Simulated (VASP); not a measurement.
# Ag (Fm-3m) in VASP: notebook

Runs on Ag. Level: LDA. Tasks: single point, relaxation of volume and atoms at fixed shape.

Program: VASP 6.6.1. These are calculated values, not measurements. Logs are shortened: lines on timing, memory, paths and dates and some standing lists are left out, and cuts for length are marked.

### Step 1. The cell of the first run

It takes space group Fm-3m (No. 225, cubic). Conventional cell: a = 4.000 Å, b = 4.000 Å, c = 4.000 Å, α = 90.00°, β = 90.00°, γ = 90.00°. Within 3.7 Å of Ag (site symmetry m-3m) lie 12 Ag at 2.83 Å.

### Step 2. Single point, LDA

INCAR

```
SYSTEM = Ag
PREC = Accurate ; ENCUT = 500
EDIFF = 1E-6 ; ISMEAR = -1
SIGMA = 0.02 ; LREAL = .FALSE.
LASPH = .TRUE. ; NELM = 120
ALGO = Normal ; ISIF = 2
LWAVE = .FALSE. ; LCHARG = .FALSE.
NBANDS = 12 ; GGA_COMPAT = .FALSE.
```

KPOINTS

```
regular mesh
0
G
  9 9 9
  0 0 0
```

POSCAR

```
Ag
1.0
    0.0000000000      1.9998860804      1.9998860804
    1.9998860804      0.0000000000      1.9998860804
    1.9998860804      1.9998860804      0.0000000000
Ag
1
Direct
    0.0000000000      0.0000000000      0.0000000000
```

Potentials or basis: VASP PAW LDA potentials, release 64 (Ag).

Command:

```console
cat potpaw_LDA.64/Ag/POTCAR > POTCAR
mpirun -np 1 vasp_std > vasp.out
```

OUTCAR:

```text
SYSTEM = Ag
   PREC = Accurate
   ENCUT = 500
   EDIFF = 1E-6
   ISMEAR = -1
   LREAL = .FALSE.
   LASPH = .TRUE.
   NELM = 120
   ISIF = 2

 ion  position               nearest neighbor table
   1  0.000  0.000  0.000-

  LATTYP: Found a face centered cubic cell.
 ALAT       =     3.9997721608

  Lattice vectors:

 A1 = (   0.0000000000,   1.9998860804,   1.9998860804)
 A2 = (   1.9998860804,   0.0000000000,   1.9998860804)
 A3 = (   1.9998860804,   1.9998860804,   0.0000000000)

Analysis of symmetry for initial positions (statically):
=====================================================================
 Subroutine PRICEL returns:
 Original cell was already a primitive cell.

 Routine SETGRP: Setting up the symmetry group for a
 face centered cubic supercell.

 Subroutine GETGRP returns: Found 48 space group operations
 (whereof 48 operations were pure point group operations)
 out of a pool of 48 trial point group operations.

The static configuration has the point symmetry O_h .

Analysis of symmetry for dynamics (positions and initial velocities):
=====================================================================
 Subroutine PRICEL returns:
 Original cell was already a primitive cell.

 Routine SETGRP: Setting up the symmetry group for a
 face centered cubic supercell.

 Subroutine GETGRP returns: Found 48 space group operations
 (whereof 48 operations were pure point group operations)
 out of a pool of 48 trial point group operations.

The dynamic configuration has the point symmetry O_h .

 Subroutine INISYM returns: Found 48 space group operations
 (whereof 48 operations are pure point group operations),
 and found     1 'primitive' translations

----------------------------------------------------------------------------------------

                                     Primitive cell

  volume of cell :      15.9973

  direct lattice vectors                    reciprocal lattice vectors
     0.000000000  1.999886080  1.999886080    -0.250014241  0.250014241  0.250014241
     1.999886080  0.000000000  1.999886080     0.250014241 -0.250014241  0.250014241
     1.999886080  1.999886080  0.000000000     0.250014241  0.250014241 -0.250014241

  length of vectors
     2.828266018  2.828266018  2.828266018     0.433037368  0.433037368  0.433037368

  position of ions in fractional coordinates (direct lattice)
     0.000000000  0.000000000  0.000000000

  ion indices of the primitive-cell ions
   primitive index   ion index
                 1           1

----------------------------------------------------------------------------------------

 KPOINTS: regular mesh

Automatic generation of k-mesh.
 Grid dimensions read from file:
 generate k-points for:    9    9    9

 Generating k-lattice:

  Cartesian coordinates                     Fractional coordinates (reciprocal lattice)
    -0.027779360  0.027779360  0.027779360     0.111111111  0.000000000  0.000000000
     0.027779360 -0.027779360  0.027779360     0.000000000  0.111111111  0.000000000
     0.027779360  0.027779360 -0.027779360     0.000000000  0.000000000  0.111111111

  Length of vectors
     0.048115263  0.048115263  0.048115263

  Shift w.r.t. Gamma in fractional coordinates (k-lattice)
     0.000000000  0.000000000  0.000000000

 Subroutine IBZKPT returns following result:
 ===========================================

 Found     35 irreducible k-points:

 Following reciprocal coordinates:
            Coordinates               Weight
  0.000000  0.000000  0.000000      1.000000
  0.111111  0.000000  0.000000      8.000000
  0.222222  0.000000  0.000000      8.000000
  0.333333  0.000000  0.000000      8.000000
  0.444444  0.000000  0.000000      8.000000
  0.111111  0.111111  0.000000      6.000000
[... 16 lines left out ...]
 -0.333333  0.333333  0.000000     12.000000
  0.444444  0.444444  0.000000      6.000000
 [... further k-points ...]
   k-points           NKPTS =     35   k-points in BZ     NKDIM =     35   number of bands    NBANDS=     12
   number of dos      NEDOS =    301   number of ions     NIONS =      1
   total plane-waves  NPLWV =  13824
   dimension x,y,z NGX =    24 NGY =   24 NGZ =   24
   dimension x,y,z NGXF=    48 NGYF=   48 NGZF=   48
   ions per type =               1
   NGX,Y,Z   is equivalent  to a cutoff of  14.11, 14.11, 14.11 a.u.
   NGXF,Y,Z  is equivalent  to a cutoff of  28.21, 28.21, 28.21 a.u.
 SYSTEM =  Ag
   PREC   = accura    normal or accurate (medium, high low for compatibility)
   ISTART =      0    job   : 0-new  1-cont  2-samecut
   ICHARG =      2    charge: 1-file 2-atom 10-const
   ISPIN  =      1    spin polarized calculation?
   LNONCOLLINEAR =      F non collinear calculations
   LSORBIT =      F    spin-orbit coupling
   LASPH  =      T    aspherical Exc in radial PAW
   ENCUT  =  500.0 eV  36.75 Ry    6.06 a.u.   5.16  5.16  5.16*2*pi/ulx,y,z
   NELM   =    120;   NELMIN=  2; NELMDL= -5     # of ELM steps
   EDIFF  = 0.1E-05   stopping-criterion for ELM
   LREAL  =      F    real-space projection
   EDIFFG = 0.1E-04   stopping-criterion for IOM
   NSW    =      0    number of steps for IOM
   IBRION =     -1    ionic relax: 0-MD 1-quasi-New 2-CG
   NFREE  =      0    steps in history (QN), initial steepest desc. (CG)
   ISIF   =      2    stress and relaxation
   ISYM   =      2    0-nonsym 1-usesym 2-fastsym
   POTIM  = 0.5000    time-step for ionic-motion
   TEBEG  =    0.0;   TEEND  =   0.0 temperature during run
   PSTRESS=    0.0 pullay stress
   NELECT =      11.0000    total number of electrons
   NUPDOWN=      -1.0000    fix difference up-down
   EMIN   =  10.00;   EMAX   =-10.00  energy-range for DOS
   EFERMI =   0.00;   METHOD = LEGACY
   ISMEAR =    -1;   SIGMA  =   0.02  broadening in eV -4-tet -1-fermi 0-gaus
   EFERMI_NEDOS =   21; number of points for ismear=-14 and -15
   IALGO  =     38    algorithm
   IMIX   =      4    mixing-type and parameters
     AMIX     =   0.40;   BMIX     =  1.00
     AMIX_MAG =   1.60;   BMIX_MAG =  1.00
  volume/ion in A,a.u.               =      16.00       107.95
  Fermi-wavevector in a.u.,A,eV,Ry     =   1.444964  2.730587 28.407904  2.087922
  Thomas-Fermi vector in A             =   2.563200
   LORBIT       =      0    0 simple, 1 ext, 2 COOP (PROOUT), +10 PAW based schemes
   GGA     = CA    functional components
   LHFCALC =     F    Hartree Fock is set to
   AEXX    =    0.0000 exact exchange contribution
   IVDW    =     0    specifies the selected vdW correction
   LEPSILON=     F    determine dielectric tensor
   LRPA    =     F    only Hartree local field effects (RPA)
 non-spin polarized calculation
  energy-cutoff  :      500.00
  volume of cell :       16.00
 maximum number of plane-waves:       419
 NGX is ok and might be reduce to    24
   NGX = 11   NGY = 11   NGZ = 11

 number of electron      11.0000002 magnetization

 Free energy of the ion-electron system (eV)
  ---------------------------------------------------
  ext. energy  EPLUGINS =         0.00000000
  ---------------------------------------------------
  free energy    TOTEN  =        -3.80248997 eV

  energy without entropy =       -3.80218209  energy(sigma->0) =       -3.80233603

 E-fermi :   9.4064     XC(G=0): -12.9617

 val. band max:        8.9524232542   @ k =   0.4444   0.3333   0.0000
 cond. band min:       9.4605281237   @ k =  -0.4444   0.1111   0.0000
 fundamental gap:      0.5081048695
 Fermi energy:         9.4063671116

 k-point     1 :       0.0000    0.0000    0.0000
  band No.  band energies     occupation
      1       0.7677      2.00000
      2       4.0610      2.00000
      3       4.0610      2.00000
      4       4.0610      2.00000
      5       5.2396      2.00000
      6       5.2396      2.00000
      7      25.2181      0.00000
      8      29.1009      0.00000
      9      29.1009      0.00000
     10      29.1009      0.00000
     11      34.2844      0.00000
     12      35.7189      0.00000

 k-point     2 :       0.1111    0.0000    0.0000
  band No.  band energies     occupation
      1       1.1646      2.00000
      2       3.9724      2.00000
      3       4.1702      2.00000
      4       4.1702      2.00000
      5       5.2027      2.00000
      6       5.2027      2.00000
      7      25.1672      0.00000
      8      26.7967      0.00000
      9      29.3317      0.00000
     10      29.3317      0.00000
     11      33.5696      0.00000
     12      35.0163      0.00000

 k-point     3 :       0.2222    0.0000    0.0000
  band No.  band energies     occupation
      1       2.0688      2.00000
      2       4.0603      2.00000
      3       4.2963      2.00000
      4       4.2963      2.00000
      5       5.2922      2.00000
      6       5.2922      2.00000
      7      21.7741      0.00000
      8      26.0757      0.00000
      9      29.5632      0.00000
     10      29.5632      0.00000
     11      32.4542      0.00000
     12      33.3294      0.00000
[... 286 lines left out ...]
 k-point    23 :      -0.3333    0.3333    0.0000
  band No.  band energies     occupation
      1       2.9694      2.00000
      2       3.6120      2.00000
      3       4.3007      2.00000
      4       5.1793      2.00000
      5       5.8156      2.00000
      6      12.3721      0.00000
      7      15.1517      0.00000
      8      16.9963      0.00000
      9      23.7843      0.00000
     10      26.3649      0.00000
     11      36.1439      0.00000
     12      36.2097      0.00000

 k-point    24 :       0.4444    0.4444    0.0000
  band No.  band energies     occupation
      1       2.2716      2.00000
      2       2.4215      2.00000
      3       6.0790      2.00000
      4       6.2770      2.00000
      5       6.2770      2.00000
      6       9.7821      0.00000
      7      17.2832      0.00000
      8      20.2094      0.00000
      9      20.2094      0.00000
     10      27.0692      0.00000
     11      27.1645      0.00000
     12      39.2970      0.00000

 [... further k-points ...]
[... 5 lines left out ...]
  --------------------------------------------------------------------------------------
  -------------------------------------------------------------------------------------
  Total        0.0174282      0.0174282      0.0174282     -0.0000000      0.0000000     -0.0000000
  in kB        1.7454918      1.7454918      1.7454918     -0.0000000      0.0000000     -0.0000000
  external PRESSURE =       1.7454918 kB  Pullay stress =       0.0000000 kB

 VOLUME and BASIS-vectors are now :
 -----------------------------------------------------------------------------
  energy-cutoff  :      500.00
  volume of cell :       16.00
      direct lattice vectors                 reciprocal lattice vectors
     0.000000000  1.999886080  1.999886080    -0.250014241  0.250014241  0.250014241
     1.999886080  0.000000000  1.999886080     0.250014241 -0.250014241  0.250014241
     1.999886080  1.999886080  0.000000000     0.250014241  0.250014241 -0.250014241

 POSITION                                       TOTAL-FORCE (eV/Angst)
 -----------------------------------------------------------------------------------
      0.00000      0.00000      0.00000         0.000000      0.000000      0.000000
 -----------------------------------------------------------------------------------
    total drift:                               -0.000000      0.000000      0.000000

  FREE ENERGIE OF THE ION-ELECTRON SYSTEM (eV)
  ---------------------------------------------------
  free  energy   TOTEN  =        -3.8024899660 eV

  energy  without entropy=       -3.8021820917  energy(sigma->0) =       -3.80233603
```

Wall time 3.6 s (1 thread of Intel Xeon 6975P-C (Granite Rapids), shared host); peak memory 0.13 GiB.

Results:

- Free energy: -3.8025 eV
- Pressure: 0.2 GPa

### Step 3. Relaxation of volume and atoms at fixed shape, LDA

This run uses another cell than the first one, of 17.05 Å³/atom, 1.066 times its volume.

INCAR

```
PREC     = Accurate       # precision mode
ENCUT    = 500            # plane-wave cutoff, eV
EDIFF    = 1E-7           # SCF threshold, eV
ISMEAR   = -1             # smearing method
SIGMA    = 0.02           # smearing width, eV
LREAL    = F              # projectors in reciprocal space
LASPH    = T              # aspherical terms in the spheres
NELM     = 120            # most SCF steps
ALGO     = Normal         # electronic algorithm
ISIF     = 8              # what is computed and relaxed
LWAVE    = F              # write WAVECAR
LCHARG   = F              # write CHGCAR
GGA      = CA             # functional
IBRION   = 2              # ionic algorithm
NSW      = 80             # ionic steps
EDIFFG   = -0.03          # ionic threshold
GGA_COMPAT= F            
NELMIN   = 4
```

KPOINTS

```
Automatic mesh
0
Gamma
  9 9 9
```

POSCAR

```
Ag
1.0
    0.0000000000      2.0427500000      2.0427500000
    2.0427500000      0.0000000000      2.0427500000
    2.0427500000      2.0427500000      0.0000000000
Ag
1
Direct
    0.0000000000      0.0000000000      0.0000000000
```

Potentials or basis: VASP PAW LDA potentials, release 64 (Ag).

Command:

```console
cat potpaw_LDA.64/Ag/POTCAR > POTCAR
mpirun -np 1 vasp_std > vasp.out
```

Wall time 6.7 s (1 thread of Intel Xeon 6975P-C (Granite Rapids), shared host); peak memory 0.13 GiB.

Results (log left out):

* Free energy: -3.8029 eV
* Relaxed volume: 16.02 Å³/atom
* Relaxed cell: a = 2.830 Å, b = 2.830 Å, c = 2.830 Å, α = 60.00°, β = 60.00°, γ = 60.00°
* Space group after relaxing (to 0.05 Å): Fm-3m (No. 225)
* Energy gained by relaxing: 25.3 meV/atom
* Ionic steps: 3
* Pressure after relaxing: -0.1 GPa

The path:
| step | energy change (eV) | largest force (eV/Å) | pressure (GPa) | volume (Å³) |
| --- | --- | --- | --- | --- |
| 1 | 0.0000 | 0.0000 | -7.30 | 17.05 |
| 2 | -0.0054 | 0.0000 | 8.36 | 15.20 |
| 3 | -0.0253 | 0.0000 | -0.07 | 16.02 |

Final structure:
```yaml
crystal:
  lattice:
    - [0.00000, 2.00084, 2.00084]
    - [2.00084, 0.00000, 2.00084]
    - [2.00084, 2.00084, 0.00000]
  atoms:
    - { symbol: Ag, position: [0.00000, 0.00000, 0.00000] }
```

Levels at points of the mesh, in eV from the Fermi level:
```tsv
k point	band 3	band 4	band 5	band 6	band 7	band 8	band 9
(0.00, 0.00, 0.00)	-5.34	-5.34	-4.17	-4.17	15.81	19.68	19.68
```

LDA usually gives volumes a few per cent too small. Zero-point motion and thermal expansion aren't in these numbers.
